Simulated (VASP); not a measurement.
Set up this calculation in VASP 6.6.1, as the native input.

```
Task                   : single point
Functional             : LDA
Potentials or basis    : VASP PAW LDA potentials, release 64 (C)
Cutoff                 : 520 eV
k mesh                 : 30 × 30 × 32
Occupations            : gaussian, width 0.1 eV
Spin                   : no spin polarisation
Dipole correction      : no
Further INCAR settings : ALGO = Normal; EDIFF = 1e-06; NBANDS = 8
```

The structure of C lies in POSCAR:

```
C
1.0
    1.8106891714      0.0000000000      0.0000000000
    0.0000000000      1.8106891714      0.0000000000
    0.0000000000      0.0000000000      1.7038604702
C
1
Direct
    0.5000000000      0.5000000000      0.0000000000
```

The input as run:

INCAR

```
SYSTEM = C
PREC = Accurate
ENCUT = 520
EDIFF = 1E-6
ISMEAR = 0
SIGMA = 0.1
LREAL = .FALSE.
LASPH = .TRUE.
NELM = 80
ALGO = Normal
ISIF = 2
LWAVE = .FALSE.
LCHARG = .FALSE.
NBANDS = 8
```

KPOINTS

```
regular mesh
0
G
  30 30 32
  0 0 0
```

Potentials or basis: VASP PAW LDA potentials, release 64 (C).

Run with:

```console
$ cat potpaw_LDA.64/C/POTCAR > POTCAR
$ mpirun -np 1 vasp_std > vasp.out
```

It gave:

- Pressure: -13.8 GPa
- Band gap on the k mesh: zero (band 2 reaches 19.16 eV, above the bottom of band 3 at 6.90 eV)

Run time: 29 s on 1 thread of AMD EPYC 9R45 96-Core Processor (Zen 5) (shared host), peak memory 0.15 GiB.
